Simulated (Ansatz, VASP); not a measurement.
## One calculation of NiSb, two programs

INCAR

```
PREC = Accurate
ENCUT = 520
EDIFF = 1E-7
ISMEAR = -1
SIGMA = 0.05
LREAL = False
LASPH = True
NELM = 80
ALGO = Normal
ISIF = 2
LWAVE = False
LCHARG = False
GGA = PE
NBANDS = 23
```

KPOINTS

```
Automatic mesh
0
Gamma
  10 10 7
```

POSCAR

```
NiSb
1.0
    3.6464321877      0.0000000000      0.0000000000
   -1.8232160938      3.1579029078      0.0000000000
    0.0000000000      0.0000000000      4.7529869656
Ni Sb
2 2
Direct
    0.0000000000      0.0000000000      0.0000000000
    0.0000000000      0.0000000000      0.5000000000
    0.3333333333      0.6666666667      0.2500000000
    0.6666666667      0.3333333333      0.7500000000
```

Input for Ansatz:

```yaml
crystal:
  lattice:
    - [3.6464321877, 0.0, 0.0]
    - [-1.8232160938, 3.1579029078, 0.0]
    - [0.0, 0.0, 4.7529869656]
  atoms:
    - { symbol: Ni, position: [0.0, 0.0, 0.0] }
    - { symbol: Ni, position: [0.0, 0.0, 0.5] }
    - { symbol: Sb, position: [0.3333333333, 0.6666666667, 0.25] }
    - { symbol: Sb, position: [0.6666666667, 0.3333333333, 0.75] }
kpoints:
  mp_grid: { grid: [10, 10, 7] }
scf:
  occupations: { method: fermi_dirac, width: 0.05 }
hamiltonian:
  xc: pbe
  pseudopotentials: { kind: paw }
output:
  forces: true
  stress: true
  eigenvalues: true
```

Change from the starting cell: volume scaled by 0.8, no spin polarisation, PAW files.

Alike in both runs: task single point; functional PBE; k mesh 10 × 10 × 7; occupations fermi-dirac, width 0.05 eV; no spin polarisation.

```csv
,VASP,Ansatz
version,VASP 6.6.1,Ansatz 0.2.0
potentials or method,"VASP PAW PBE potentials, release 64 (Ni, Sb)","PAW with Ansatz's default frozen-core files, scalar-relativistic"
plane-wave cutoff (eV),520,420
valence electrons in the cell,30,66
```

|  | VASP | Ansatz | Ansatz less VASP |
| --- | --- | --- | --- |
| pressure (GPa) | 53.1 | 53.5 | +0.44 |
| traceless stress, the component that is largest in VASP (GPa) | -1.08 | -1.29 | -0.212 |

Both programs put the cell under a high pressure, so it lies far from rest at this level. The functional is the same, so the differences come from potentials, cutoffs and numerics. VASP's potentials hold 30 valence electrons a cell and Ansatz's 66, so a difference there can come from the potentials and not from the codes.

Spin-orbit coupling is off throughout.
